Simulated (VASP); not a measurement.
# Pt (Fm-3m) in VASP: further runs, part 2 of 2

VASP 6.6.1. Earlier steps stand in the parts before.

### Step 3. Single point, PBEsol

This run uses another cell than the first one, of 15.04 Å³/atom, 0.997 times its volume.

Input file INCAR:

```
ALGO     = Normal         # electronic algorithm
EDIFF    = 1E-6           # SCF threshold, eV
ENCUT    = 520            # plane-wave cutoff, eV
GGA      = PS             # functional
ISIF     = 2              # what is computed and relaxed
ISMEAR   = 0              # smearing method
LASPH    = True           # aspherical terms in the spheres
LCHARG   = False          # write CHGCAR
LREAL    = False          # projectors in reciprocal space
LWAVE    = False          # write WAVECAR
NBANDS   = 11             # bands
NELM     = 60             # most SCF steps
PREC     = Accurate       # precision mode
SIGMA    = 0.1            # smearing width, eV
```

Input file KPOINTS:

```
k-points
0
Gamma
  18 18 18
```

Input file POSCAR:

```
Pt
1.0
    0.0000000000      1.9590400305      1.9590400305
    1.9590400305      0.0000000000      1.9590400305
    1.9590400305      1.9590400305      0.0000000000
Pt
1
Direct
    0.0000000000      0.0000000000      0.0000000000
```

Potentials or basis: VASP PAW PBE potentials, release 64 (Pt).

Started as:

```sh
> cat potpaw_PBE.64/Pt/POTCAR > POTCAR
> mpirun -np 1 vasp_std > vasp.out
```

OUTCAR:

```text
EDIFF = 1E-6
   ENCUT = 520
   GGA = PS
   ISIF = 2
   ISMEAR = 0
   LASPH = True
   LREAL = False
   NELM = 60
   PREC = Accurate

 ion  position               nearest neighbor table
   1  0.000  0.000  0.000-

  LATTYP: Found a face centered cubic cell.
 ALAT       =     3.9180800610

  Lattice vectors:

 A1 = (   0.0000000000,   1.9590400305,   1.9590400305)
 A2 = (   1.9590400305,   0.0000000000,   1.9590400305)
 A3 = (   1.9590400305,   1.9590400305,   0.0000000000)

Analysis of symmetry for initial positions (statically):
=====================================================================
 Subroutine PRICEL returns:
 Original cell was already a primitive cell.

 Routine SETGRP: Setting up the symmetry group for a
 face centered cubic supercell.

 Subroutine GETGRP returns: Found 48 space group operations
 (whereof 48 operations were pure point group operations)
 out of a pool of 48 trial point group operations.

The static configuration has the point symmetry O_h .

Analysis of symmetry for dynamics (positions and initial velocities):
=====================================================================
 Subroutine PRICEL returns:
 Original cell was already a primitive cell.

 Routine SETGRP: Setting up the symmetry group for a
 face centered cubic supercell.

 Subroutine GETGRP returns: Found 48 space group operations
 (whereof 48 operations were pure point group operations)
 out of a pool of 48 trial point group operations.

The dynamic configuration has the point symmetry O_h .

 Subroutine INISYM returns: Found 48 space group operations
 (whereof 48 operations are pure point group operations),
 and found     1 'primitive' translations

----------------------------------------------------------------------------------------

                                     Primitive cell

  volume of cell :      15.0370

  direct lattice vectors                    reciprocal lattice vectors
[... 112 lines left out ...]
   AEXX    =    0.0000 exact exchange contribution
   IVDW    =     0    specifies the selected vdW correction
   LEPSILON=     F    determine dielectric tensor
   LRPA    =     F    only Hartree local field effects (RPA)
 non-spin polarized calculation
 Gauss-broadening in eV      SIGMA  =   0.10
  energy-cutoff  :      520.00
  volume of cell :       15.04
 maximum number of plane-waves:       419
 NGX is ok and might be reduce to    24
   NGX = 11   NGY = 11   NGZ = 11

 number of electron      10.0000000 magnetization

 Free energy of the ion-electron system (eV)
  ---------------------------------------------------
  ext. energy  EPLUGINS =         0.00000000
  ---------------------------------------------------
  free energy    TOTEN  =        -6.96549300 eV

  energy without entropy =       -6.95485059  energy(sigma->0) =       -6.96017179

 E-fermi :  11.1544     XC(G=0): -13.6458

 val. band max:       11.1538535432   @ k =  -0.3333   0.3889   0.1111
 cond. band min:      11.1656364275   @ k =   0.3889   0.2222   0.0000
 fundamental gap:      0.0117828842
 Fermi energy:        11.1543657795

 k-point     1 :       0.0000    0.0000    0.0000
  band No.  band energies     occupation
      1       0.8236      2.00000
      2       7.3278      2.00000
      3       7.3278      2.00000
      4       7.3278      2.00000
      5       9.5165      2.00000
      6       9.5165      2.00000
      7      25.7693      0.00000
      8      30.7428      0.00000
      9      30.7428      0.00000
     10      30.7428      0.00000
     11      36.0524      0.00000
[... 309 lines left out ...]
 k-point    24 :      -0.2222    0.0556    0.0000
  band No.  band energies     occupation
      1       2.8790      2.00000
      2       6.8239      2.00000
      3       7.7245      2.00000
      4       7.7935      2.00000
      5       9.3150      2.00000
      6      10.0020      2.00000
      7      24.8107      0.00000
      8      27.6891      0.00000
      9      32.2109      0.00000
     10      33.6214      0.00000
     11      34.8794      0.00000

 [... further k-points ...]

------------------------ aborting loop because EDIFF is reached ----------------------------------------

  FORCE on cell =-STRESS in cart. coord.  units (eV):
  Direction    XX          YY          ZZ          XY          YZ          ZX
  --------------------------------------------------------------------------------------
  -------------------------------------------------------------------------------------
  Total       -0.0404103     -0.0404103     -0.0404103     -0.0000000      0.0000000      0.0000000
  in kB       -4.3056926     -4.3056926     -4.3056926     -0.0000000      0.0000000      0.0000000
  external PRESSURE =      -4.3056926 kB  Pullay stress =       0.0000000 kB

 VOLUME and BASIS-vectors are now :
 -----------------------------------------------------------------------------
  energy-cutoff  :      520.00
  volume of cell :       15.04
      direct lattice vectors                 reciprocal lattice vectors
     0.000000000  1.959040030  1.959040030    -0.255227046  0.255227046  0.255227046
     1.959040030  0.000000000  1.959040030     0.255227046 -0.255227046  0.255227046
     1.959040030  1.959040030  0.000000000     0.255227046  0.255227046 -0.255227046

 POSITION                                       TOTAL-FORCE (eV/Angst)
 -----------------------------------------------------------------------------------
      0.00000      0.00000      0.00000         0.000000      0.000000     -0.000000
 -----------------------------------------------------------------------------------
    total drift:                               -0.000000     -0.000000      0.000000

  FREE ENERGIE OF THE ION-ELECTRON SYSTEM (eV)
  ---------------------------------------------------
  free  energy   TOTEN  =        -6.9654929975 eV

  energy  without entropy=       -6.9548505863  energy(sigma->0) =       -6.96017179
```

OSZICAR:

```text
N       E                     dE             d eps       ncg     rms          rms(c)
DAV:   1     0.392046694891E+02    0.39205E+02   -0.54444E+03  4362   0.849E+02
DAV:   2    -0.678842766841E+01   -0.45993E+02   -0.44168E+02  4984   0.177E+02
DAV:   3    -0.741860975898E+01   -0.63018E+00   -0.62810E+00  5014   0.198E+01
DAV:   4    -0.742102083988E+01   -0.24111E-02   -0.24109E-02  4950   0.145E+00
DAV:   5    -0.742103955960E+01   -0.18720E-04   -0.18722E-04  5047   0.118E-01    0.134E+01
DAV:   6    -0.701507033227E+01    0.40597E+00   -0.93676E-01  4629   0.764E+00    0.685E+00
DAV:   7    -0.696985860687E+01    0.45212E-01   -0.16174E-01  4944   0.307E+00    0.258E+00
DAV:   8    -0.696580520133E+01    0.40534E-02   -0.70118E-03  4665   0.764E-01    0.681E-01
DAV:   9    -0.696548871045E+01    0.31649E-03   -0.27103E-04  4764   0.150E-01    0.296E-02
DAV:  10    -0.696549280849E+01   -0.40980E-05   -0.44116E-06  5387   0.149E-02    0.529E-03
DAV:  11    -0.696549299748E+01   -0.18899E-06   -0.52499E-08  2673   0.214E-03
   1 F= -.69654930E+01 E0= -.69601718E+01  d E =-.106424E-01
```

stdout:

```text
POSCAR found type information on POSCAR Pt
 POSCAR found :  1 types and       1 ions
 scaLAPACK will be used
 -----------------------------------------------------------------------------
|                                                                             |
|                                                                             |
|     You enforced a specific xc type in the INCAR file but a different       |
|     I HOPE YOU KNOW WHAT YOU ARE DOING!                                     |
|                                                                             |
 -----------------------------------------------------------------------------

 LDA part: xc-table for (Slater+PW92), standard interpolation
 POSCAR, INCAR and KPOINTS ok, starting setup
 FFT: planning ... GRIDC
 FFT: planning ... GRID_SOFT
 FFT: planning ... GRID
 WAVECAR not read
 entering main loop
```

Run time: 28 s. Hardware: 1 thread of AMD EPYC 9R45 (Zen 5), shared host; peak memory 0.14 GiB.

What came out:

| Quantity | Value |
| --- | --- |
| Free energy | -6.9655 eV |
| Pressure | -0.4 GPa |
| Band gap on the k mesh | zero (band 5 reaches 11.65 eV, above the bottom of band 6 at 9.41 eV) |

Caveat: the PAW data sets were made with another functional, which shifts forces and pressure a little; spin-orbit coupling is left out, which moves the levels of the heavy elements.

### Step 4. Single point, PBEsol

Input file INCAR:

```
SYSTEM = Pt
PREC = Accurate ; ENCUT = 520
EDIFF = 1E-7 ; ISMEAR = -1
SIGMA = 0.15 ; LREAL = .FALSE.
LASPH = .TRUE. ; NELM = 80
ALGO = Normal ; ISIF = 2
LWAVE = .FALSE. ; LCHARG = .TRUE.
GGA = PS ; LELF = .TRUE.
LVHAR = .TRUE. ; NBANDS = 11
```

Input file KPOINTS:

```
regular mesh
0
G
  20 20 20
  0 0 0
```

Input file POSCAR:

```
Pt
1.0
    0.0000000000      1.9609000043      1.9609000043
    1.9609000043      0.0000000000      1.9609000043
    1.9609000043      1.9609000043      0.0000000000
Pt
1
Direct
    0.0000000000      0.0000000000      0.0000000000
```

Started as:

```sh
> cat potpaw_PBE.64/Pt/POTCAR > POTCAR
> mpirun -np 1 vasp_std > vasp.out
```

Wall time 41 s (1 thread of AMD EPYC 9R45 (Zen 5), shared host); peak memory 0.14 GiB.

Results (log left out):

```yaml
Free_energy: -7.0246 eV
Pressure: -0.4 GPa
Band_gap_on_the_k_mesh: zero (band 5 reaches 11.60 eV, above the bottom of band 6 at 9.36 eV)
```

Levels at points of the mesh, in eV from the Fermi level:
```tsv
k point	band 2	band 3	band 4	band 5	band 6	band 7	band 8	band 9
(0.00, 0.00, 0.00)	-3.83	-3.83	-3.83	-1.65	-1.65	14.60	19.55	19.55
(0.50, 0.00, 0.00)	-3.89	-3.89	-0.58	0.02	0.02	5.78	14.15	18.92
(0.50, 0.50, 0.00)	-6.67	-0.01	0.47	0.47	1.68	8.80	11.31	11.31
```

Caveat: the PAW data sets were made with another functional, which shifts forces and pressure a little; spin-orbit coupling is left out, which moves the levels of the heavy elements.

### Step 5. Relaxation of cell and atoms, PBEsol

This run uses another cell than the first one, of 15.04 Å³/atom, 0.997 times its volume.

Input file INCAR:

```
SYSTEM = Pt
PREC = Accurate
ENCUT = 600
EDIFF = 1E-7
ISMEAR = -1
SIGMA = 0.15
LREAL = .FALSE.
LASPH = .TRUE.
NELM = 60
ALGO = Normal
ISIF = 3
LWAVE = .FALSE.
LCHARG = .FALSE.
GGA = PS
IBRION = 2
NSW = 80
EDIFFG = -0.001
```

KPOINTS is that of step 4.

Input file POSCAR:

```
Pt
1.0
    0.0000000000      1.9590400305      1.9590400305
    1.9590400305      0.0000000000      1.9590400305
    1.9590400305      1.9590400305      0.0000000000
Pt
1
Direct
    0.0000000000      0.0000000000      0.0000000000
```

Potentials or basis: VASP PAW PBE potentials, release 64 (Pt).

Started as:

```sh
> cat potpaw_PBE.64/Pt/POTCAR > POTCAR
> mpirun -np 1 vasp_std > vasp.out
```

OUTCAR:

```text
SYSTEM = Pt
   PREC = Accurate
   ENCUT = 600
   EDIFF = 1E-7
   ISMEAR = -1
   LREAL = .FALSE.
   LASPH = .TRUE.
   NELM = 60
   ISIF = 3
   GGA = PS
   IBRION = 2
   NSW = 80
   EDIFFG = -0.001

 ion  position               nearest neighbor table
   1  0.000  0.000  0.000-

  LATTYP: Found a face centered cubic cell.
 ALAT       =     3.9180800610

  Lattice vectors:

 A1 = (   0.0000000000,   1.9590400305,   1.9590400305)
 A2 = (   1.9590400305,   0.0000000000,   1.9590400305)
 A3 = (   1.9590400305,   1.9590400305,   0.0000000000)

Analysis of symmetry for initial positions (statically):
=====================================================================
 Subroutine PRICEL returns:
 Original cell was already a primitive cell.

[... 253 lines left out ...]
 Fermi energy:        11.1474977682

 k-point     1 :       0.0000    0.0000    0.0000
  band No.  band energies     occupation
      1       0.8107      2.00000
      2       7.3110      2.00000
      3       7.3110      2.00000
      4       7.3110      2.00000
      5       9.4921      1.99997
      6       9.4921      1.99997
      7      25.7432      0.00000
      8      30.7047      0.00000
      9      30.7047      0.00000
[... 265 lines left out ...]
 k-point    24 :      -0.3500    0.0500    0.0000
  band No.  band energies     occupation
      1       3.7544      2.00000
      2       7.3877      2.00000
      3       7.4767      2.00000
      4       8.2077      2.00000
      5      10.3398      1.99087
      6      10.9940      1.47118
      7      20.2008      0.00000
      8      26.2118      0.00000
      9      30.6478      0.00000

 [... further k-points ...]

------------------------ aborting loop because EDIFF is reached ----------------------------------------

  FORCE on cell =-STRESS in cart. coord.  units (eV):
  Direction    XX          YY          ZZ          XY          YZ          ZX
  --------------------------------------------------------------------------------------
  -------------------------------------------------------------------------------------
  Total       -0.0002946     -0.0002946     -0.0002946      0.0000000      0.0000000      0.0000000
  in kB       -0.0313428     -0.0313428     -0.0313428      0.0000000      0.0000000      0.0000000
  external PRESSURE =      -0.0313428 kB  Pullay stress =       0.0000000 kB
[... 16 lines left out ...]
  FREE ENERGIE OF THE ION-ELECTRON SYSTEM (eV)
  ---------------------------------------------------
  free  energy   TOTEN  =        -7.0246475055 eV

  energy  without entropy=       -6.9152875858  energy(sigma->0) =       -6.96996755

 reached required accuracy - stopping structural energy minimisation
```

Wall time 67 s (1 thread of AMD EPYC 9R45 (Zen 5), shared host); peak memory 0.15 GiB.

What came out:

| Quantity | Value |
| --- | --- |
| Free energy | -7.0246 eV |
| Relaxed volume | 15.06 Å³/atom |
| Relaxed cell | a = 2.772 Å, b = 2.772 Å, c = 2.772 Å, α = 60.00°, β = 60.00°, γ = 60.00° |
| Space group after relaxing (to 0.05 Å) | Fm-3m (No. 225) |
| Energy gained by relaxing | 0.0 meV/atom |
| Ionic steps | 3 |
| Pressure after relaxing | 0.0 GPa |
| Band gap on the k mesh | zero (band 5 reaches 11.62 eV, above the bottom of band 6 at 9.38 eV) |

Final structure:
```cif
data_structure
_symmetry_space_group_name_H-M 'P 1'
_symmetry_Int_Tables_number 1
_cell_length_a 2.7720
_cell_length_b 2.7720
_cell_length_c 2.7720
_cell_angle_alpha 60.000
_cell_angle_beta 60.000
_cell_angle_gamma 60.000
_cell_volume 15.06
loop_
_atom_site_label
_atom_site_type_symbol
_atom_site_fract_x
_atom_site_fract_y
_atom_site_fract_z
_atom_site_occupancy
Pt1 Pt 0.00000 0.00000 0.00000 1
```

Caveat: the PAW data sets were made with another functional, which shifts forces and pressure a little; spin-orbit coupling is left out, which moves the levels of the heavy elements.

### Step 6. Overview

| task | cell | k mesh | cutoff (eV) | smearing | gap on the mesh (eV) | pressure (GPa) |
| --- | --- | --- | --- | --- | --- | --- |
| single point | a = 2.773 Å, angles 60.0°, 1 atom | 8 × 8 × 8 | 520 | gaussian 0.1 eV | none | -1.9 |
| single point | a = 2.771 Å, angles 60.0°, 1 atom | 18 × 18 × 18 | 520 | gaussian 0.1 eV | none | -0.4 |
| single point | a = 2.773 Å, angles 60.0°, 1 atom | 20 × 20 × 20 | 520 | fermi-dirac 0.15 eV | none | -0.4 |
| relaxation of cell and atoms | relaxed from a = 2.771 Å, angles 60.0°, 1 atom | 20 × 20 × 20 | 600 | fermi-dirac 0.15 eV | none | 0.0 |

Alike in all rows: level PBEsol; potentials or basis VASP PAW PBE potentials, release 64 (Pt); no spin polarisation.

Every run on the cell as given and a fine mesh finds a metal.

Caveats: the PAW data sets were made with another functional, which shifts forces and pressure a little; spin-orbit coupling is left out, which moves the levels of the heavy elements.

Total energies depend on the potentials used, so only differences within one code and one set of settings carry meaning.
